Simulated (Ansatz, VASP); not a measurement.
## Two plane-wave programs on Al2Rh

```xyz
6
Lattice="6.2764 0.0000 0.0000 0.0000 6.2764 0.0000 0.0000 0.0000 2.8805" Properties=species:S:1:pos:R:3 pbc="T T T"
Al    1.7210    1.7210    0.0000
Al    1.4172    4.8592    1.4402
Al    4.5554    4.5554    0.0000
Al    4.8592    1.4172    1.4402
Rh    0.0000    0.0000    0.0000
Rh    3.1382    3.1382    1.4402
```

Change from the starting cell: species swapped into the MgF2 type (P4_2/mnm, No. 136).

Alike in both runs: functional PBE; k mesh 6 × 6 × 14; occupations gaussian, width 0.1 eV; no spin polarisation.

Ansatz relaxed the structure, and its values are those at the end. VASP's run is a single point on that final structure, the one shown.

|  | VASP | Ansatz |
| --- | --- | --- |
| version | VASP 6.6.1 | Ansatz 0.2.0 |
| potentials or method | VASP PAW PBE potentials, release 64 (Al, Rh_pv), cutoff 520 eV | scalar-relativistic, plane waves, PAW |
| valence electrons in the cell | 42 | 46 |

```csv
,VASP,Ansatz,Ansatz less VASP
gap on the k mesh at the Fermi level (eV),none,none,-
pressure (GPa),-0.1,0.0,+0.05
```

A gap of «none» marks a metal or a gap that the smearing closes. VASP's potentials hold 42 valence electrons a cell and Ansatz's 46, so a difference there can come from the potentials and not from the codes.
